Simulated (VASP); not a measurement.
# Ca (Fm-3m) in VASP: notebook

Ca is run at these levels: PBE; tasks: single point.

Everything below comes from runs of VASP 6.6.1. Logs are shortened: lines on timing, memory, paths and dates and some standing lists are left out, and cuts for length are marked.

### 1 The cell of the first run

Symmetry: Fm-3m, No. 225, cubic system. Conventional cell: a = 5.525 Å, b = 5.525 Å, c = 5.525 Å, α = 90.00°, β = 90.00°, γ = 90.00°. Within 5.1 Å of Ca (site symmetry m-3m) lie 12 Ca at 3.91 Å.

### 2 Single point, PBE

INCAR reads:

```
SYSTEM = Ca
  PREC = Accurate
  ENCUT = 520
  EDIFF = 1E-6
  ISMEAR = -1
  SIGMA = 0.1
  LREAL = .FALSE.
  LASPH = .TRUE.
  NELM = 100
  ALGO = Normal
  ISIF = 2
  LWAVE = .FALSE.
  LCHARG = .TRUE.
  GGA = PE
  LELF = .TRUE.
  LVHAR = .TRUE.
  NBANDS = 11
```

KPOINTS reads:

```
regular mesh
0
G
  6 6 6
  0 0 0
```

POSCAR reads:

```
Ca
1.0
    0.0000000000      2.7627089163      2.7627089163
    2.7627089163      0.0000000000      2.7627089163
    2.7627089163      2.7627089163      0.0000000000
Ca
1
Direct
    0.0000000000      0.0000000000      0.0000000000
```

Potentials or basis: VASP PAW PBE potentials, release 64 (Ca_sv).

Started as:

```
> cat potpaw_PBE.64/Ca_sv/POTCAR > POTCAR
> mpirun -np 1 vasp_std > vasp.out
```

OUTCAR:

```text
SYSTEM = Ca
   PREC = Accurate
   ENCUT = 520
   EDIFF = 1E-6
   ISMEAR = -1
   LREAL = .FALSE.
   LASPH = .TRUE.
   NELM = 100
   ISIF = 2
   GGA = PE

 ion  position               nearest neighbor table
   1  0.000  0.000  0.000-

  LATTYP: Found a face centered cubic cell.
 ALAT       =     5.5254178326

  Lattice vectors:

 A1 = (   0.0000000000,   2.7627089163,   2.7627089163)
 A2 = (   2.7627089163,   0.0000000000,   2.7627089163)
 A3 = (   2.7627089163,   2.7627089163,   0.0000000000)

Analysis of symmetry for initial positions (statically):
=====================================================================
 Subroutine PRICEL returns:
 Original cell was already a primitive cell.

 Routine SETGRP: Setting up the symmetry group for a
 face centered cubic supercell.

 Subroutine GETGRP returns: Found 48 space group operations
 (whereof 48 operations were pure point group operations)
 out of a pool of 48 trial point group operations.

The static configuration has the point symmetry O_h .

Analysis of symmetry for dynamics (positions and initial velocities):
=====================================================================
 Subroutine PRICEL returns:
 Original cell was already a primitive cell.

 Routine SETGRP: Setting up the symmetry group for a
 face centered cubic supercell.

 Subroutine GETGRP returns: Found 48 space group operations
 (whereof 48 operations were pure point group operations)
 out of a pool of 48 trial point group operations.

The dynamic configuration has the point symmetry O_h .

 Subroutine INISYM returns: Found 48 space group operations
 (whereof 48 operations are pure point group operations),
 and found     1 'primitive' translations

----------------------------------------------------------------------------------------

                                     Primitive cell

  volume of cell :      42.1731

  direct lattice vectors                    reciprocal lattice vectors
     0.000000000  2.762708916  2.762708916    -0.180981788  0.180981788  0.180981788
     2.762708916  0.000000000  2.762708916     0.180981788 -0.180981788  0.180981788
     2.762708916  2.762708916  0.000000000     0.180981788  0.180981788 -0.180981788

  length of vectors
     3.907060418  3.907060418  3.907060418     0.313469652  0.313469652  0.313469652

[... 70 lines left out ...]
   LREAL  =      F    real-space projection
   EDIFFG = 0.1E-04   stopping-criterion for IOM
   NSW    =      0    number of steps for IOM
   IBRION =     -1    ionic relax: 0-MD 1-quasi-New 2-CG
   NFREE  =      0    steps in history (QN), initial steepest desc. (CG)
   ISIF   =      2    stress and relaxation
   ISYM   =      2    0-nonsym 1-usesym 2-fastsym
   POTIM  = 0.5000    time-step for ionic-motion
   TEBEG  =    0.0;   TEEND  =   0.0 temperature during run
   PSTRESS=    0.0 pullay stress
   NELECT =      10.0000    total number of electrons
   NUPDOWN=      -1.0000    fix difference up-down
   EMIN   =  10.00;   EMAX   =-10.00  energy-range for DOS
   EFERMI =   0.00;   METHOD = LEGACY
   ISMEAR =    -1;   SIGMA  =   0.10  broadening in eV -4-tet -1-fermi 0-gaus
   EFERMI_NEDOS =   21; number of points for ismear=-14 and -15
   IALGO  =     38    algorithm
   IMIX   =      4    mixing-type and parameters
     AMIX     =   0.40;   BMIX     =  1.00
     AMIX_MAG =   1.60;   BMIX_MAG =  1.00
  volume/ion in A,a.u.               =      42.17       284.60
  Fermi-wavevector in a.u.,A,eV,Ry     =   1.013281  1.914823 13.969611  1.026737
  Thomas-Fermi vector in A             =   2.146440
   LORBIT       =      0    0 simple, 1 ext, 2 COOP (PROOUT), +10 PAW based schemes
   GGA     = PE    functional components
   LHFCALC =     F    Hartree Fock is set to
   AEXX    =    0.0000 exact exchange contribution
   IVDW    =     0    specifies the selected vdW correction
   LEPSILON=     F    determine dielectric tensor
   LRPA    =     F    only Hartree local field effects (RPA)
 non-spin polarized calculation
  energy-cutoff  :      520.00
  volume of cell :       42.17
 maximum number of plane-waves:      1158
 NGX is ok and might be reduce to    30
   NGX = 15   NGY = 15   NGZ = 15

 number of electron      10.0000001 magnetization

 Free energy of the ion-electron system (eV)
  ---------------------------------------------------
  ext. energy  EPLUGINS =         0.00000000
  ---------------------------------------------------
  free energy    TOTEN  =        -1.93801072 eV

  energy without entropy =       -1.88278924  energy(sigma->0) =       -1.91039998

 E-fermi :   1.9961     XC(G=0):  -7.7356

 val. band max:        1.9734308865   @ k =  -0.3333   0.3333   0.1667
 cond. band min:       2.0735665520   @ k =  -0.3333   0.3333   0.1667
 fundamental gap:      0.1001356654
 Fermi energy:         1.9960661809

 k-point     1 :       0.0000    0.0000    0.0000
  band No.  band energies     occupation
      1     -40.0336      2.00000
      2     -20.9520      2.00000
      3     -20.9520      2.00000
      4     -20.9520      2.00000
      5      -2.0621      2.00000
      6       4.3110      0.00000
      7       4.3110      0.00000
      8       4.3110      0.00000
      9       5.3844      0.00000
     10       5.3844      0.00000
     11      11.0832      0.00000
[... 197 lines left out ...]
 k-point    16 :      -0.3333    0.5000    0.1667
  band No.  band energies     occupation
      1     -40.0155      2.00000
      2     -21.0629      2.00000
      3     -21.0229      2.00000
      4     -21.0038      2.00000
      5       1.9535      1.20990
      6       2.5893      0.00529
      7       2.7736      0.00084
      8       4.9461      0.00000
      9       6.2558      0.00000
     10       6.7408      0.00000
     11       7.2720      0.00000

------------------------ aborting loop because EDIFF is reached ----------------------------------------

  FORCE on cell =-STRESS in cart. coord.  units (eV):
  Direction    XX          YY          ZZ          XY          YZ          ZX
  --------------------------------------------------------------------------------------
  -------------------------------------------------------------------------------------
  Total        0.0014643      0.0014643      0.0014643      0.0000000      0.0000000     -0.0000000
  in kB        0.0556290      0.0556290      0.0556290      0.0000000      0.0000000     -0.0000000
  external PRESSURE =       0.0556290 kB  Pullay stress =       0.0000000 kB

 VOLUME and BASIS-vectors are now :
 -----------------------------------------------------------------------------
  energy-cutoff  :      520.00
  volume of cell :       42.17
      direct lattice vectors                 reciprocal lattice vectors
     0.000000000  2.762708916  2.762708916    -0.180981788  0.180981788  0.180981788
     2.762708916  0.000000000  2.762708916     0.180981788 -0.180981788  0.180981788
     2.762708916  2.762708916  0.000000000     0.180981788  0.180981788 -0.180981788

 POSITION                                       TOTAL-FORCE (eV/Angst)
 -----------------------------------------------------------------------------------
      0.00000      0.00000      0.00000         0.000000     -0.000000      0.000000
 -----------------------------------------------------------------------------------
    total drift:                               -0.000000     -0.000000      0.000000

  FREE ENERGIE OF THE ION-ELECTRON SYSTEM (eV)
  ---------------------------------------------------
  free  energy   TOTEN  =        -1.9380107175 eV

  energy  without entropy=       -1.8827892436  energy(sigma->0) =       -1.91039998
```

OSZICAR:

```text
N       E                     dE             d eps       ncg     rms          rms(c)
DAV:   1     0.670442305859E+02    0.67044E+02   -0.51785E+03   352   0.828E+02
DAV:   2    -0.913803194023E-01   -0.67136E+02   -0.66563E+02   373   0.211E+02
DAV:   3    -0.180397806974E+01   -0.17126E+01   -0.16937E+01   497   0.322E+01
DAV:   4    -0.194632855982E+01   -0.14235E+00   -0.14171E+00   452   0.781E+00
DAV:   5    -0.194910639389E+01   -0.27778E-02   -0.27762E-02   488   0.990E-01    0.224E+00
DAV:   6    -0.194061310946E+01    0.84933E-02   -0.12207E-02   428   0.119E+00    0.137E+00
DAV:   7    -0.193848874981E+01    0.21244E-02   -0.17992E-02   397   0.155E+00    0.106E-01
DAV:   8    -0.193799749009E+01    0.49126E-03   -0.21397E-03   407   0.442E-01    0.220E-02
DAV:   9    -0.193800976807E+01   -0.12278E-04   -0.94311E-05   485   0.811E-02    0.647E-03
DAV:  10    -0.193801071747E+01   -0.94941E-06   -0.75443E-06   503   0.221E-02
   1 F= -.19380107E+01 E0= -.19104000E+01  d E =-.552215E-01
```

It took 10 s on 1 thread of Intel Xeon 6975P-C, shared host; peak memory 0.16 GiB.

What came out:

```yaml
Free_energy: -1.9380 eV
Pressure: 0.0 GPa
Band_gap_on_the_k_mesh: zero (band 5 reaches 1.97 eV, above the bottom of band 6 at 1.80 eV)
```

Levels at points of the mesh, in eV from the Fermi level:
```tsv
k point	band 2	band 3	band 4	band 5	band 6	band 7	band 8	band 9
(0.00, 0.00, 0.00)	-22.95	-22.95	-22.95	-4.06	2.31	2.31	2.31	3.39
(0.50, 0.00, 0.00)	-23.09	-22.97	-22.97	-1.02	-0.19	2.20	2.20	4.08
(0.50, 0.50, 0.00)	-23.08	-23.00	-23.00	-0.49	0.55	0.94	4.07	4.26
```

### 3 Single point, PBE

INCAR reads:

```
PREC = Accurate
ENCUT = 520
EDIFF = 1E-6
ISMEAR = -1
SIGMA = 0.1
LREAL = F
LASPH = T
NELM = 100
ALGO = Normal
ISIF = 2
LWAVE = F
LCHARG = F
GGA = PE
NBANDS = 11
```

KPOINTS reads:

```
regular mesh
0
Gamma
  8 8 8
```

POSCAR is that of step 2.

Potentials or basis: VASP PAW PBE potentials, release 64 (Ca_sv).

Started as:

```
> cat potpaw_PBE.64/Ca_sv/POTCAR > POTCAR
> mpirun -np 1 vasp_std > vasp.out
```

It used 11 s of CPU time on 1 thread of Intel Xeon 6975P-C (shared host).

It converged, with:

```yaml
Free_energy: -1.9506 eV
Pressure: 0.0 GPa
Band_gap_on_the_k_mesh: zero (band 5 reaches 2.16 eV, above the bottom of band 6 at 1.80 eV)
```

Levels at points of the mesh, in eV from the Fermi level:
```csv
k point,band 1,band 2,band 3,band 4,band 5,band 6,band 7,band 8,band 9,band 10
"(0.00, 0.00, 0.00)",-41.99,-22.90,-22.90,-22.90,-4.01,2.36,2.36,2.36,3.44,3.44
"(0.50, 0.00, 0.00)",-41.97,-23.04,-22.92,-22.92,-0.96,-0.14,2.25,2.25,4.12,4.12
"(0.50, 0.50, 0.00)",-41.97,-23.03,-22.95,-22.95,-0.43,0.60,0.99,4.12,4.31,4.31
```
